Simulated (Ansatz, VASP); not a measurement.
SrTl in VASP and in Ansatz

```xyz
2
Lattice="3.9553 0.0000 0.0000 0.0000 3.9553 0.0000 0.0000 0.0000 3.9553" Properties=species:S:1:pos:R:3 pbc="T T T"
Sr    0.0000    0.0000    0.0000
Tl    1.9777    1.9777    1.9777
```

Alike in both runs: functional LDA; k mesh 10 × 10 × 10; occupations fermi-dirac, width 0.15 eV; no spin polarisation.

Ansatz relaxed the structure, and its values are those at the end. VASP's run is a single point on that final structure, the one shown.

|  | VASP | Ansatz |
| --- | --- | --- |
| version | VASP 6.6.1 | Ansatz 0.2.0 |
| potentials or method | VASP PAW LDA potentials, release 64 (Sr_sv, Tl_d), cutoff 520 eV | scalar-relativistic, plane waves, PAW |
| valence electrons in the cell | 23 | 23 |

```csv
,VASP,Ansatz,Ansatz less VASP
gap on the k mesh at the Fermi level (eV),none,none,-
pressure (GPa),0.1,0.0,-0.12
```

LDA's correlation is that of Perdew and Zunger in VASP and of Perdew and Wang (1992) in Ansatz. A gap of «none» marks a metal or a gap that the smearing closes.

Neither program's run includes spin-orbit coupling.
